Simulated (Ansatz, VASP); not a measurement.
**SiC3: VASP beside Ansatz**

```
Si C
1.0
     2.51357    0.00000    0.00000
    -1.25679    2.17682    0.00000
     0.00000    0.00000    6.52424
Si C
1 3
Direct
  0.66667 0.33333 0.50000
  0.33333 0.66667 0.86841
  0.33333 0.66667 0.13159
  0.66667 0.33333 0.00000
```

Alike in both runs: functional PBE; k mesh 6 × 6 × 4; occupations gaussian, width 0.1 eV; no spin polarisation.

Ansatz relaxed the structure, and its values are those at the end. VASP's run is a single point on that final structure, the one shown.

|  | VASP | Ansatz |
| --- | --- | --- |
| version | VASP 6.6.1 | Ansatz 0.2.0 |
| potentials or method | VASP PAW PBE potentials, release 64 (Si, C), cutoff 520 eV | scalar-relativistic, plane waves, PAW |
| valence electrons in the cell | 16 | 16 |

```tsv
	VASP	Ansatz	Ansatz less VASP
gap on the k mesh at the Fermi level (eV)	none	none	-
pressure (GPa)	0.2	0.0	-0.18
rms of the force components (eV/Å)	0.016	0.000	-0.0157
```

A gap of «none» marks a metal or a gap that the smearing closes.

The k mesh is coarse, so the values compare programs but aren't converged.
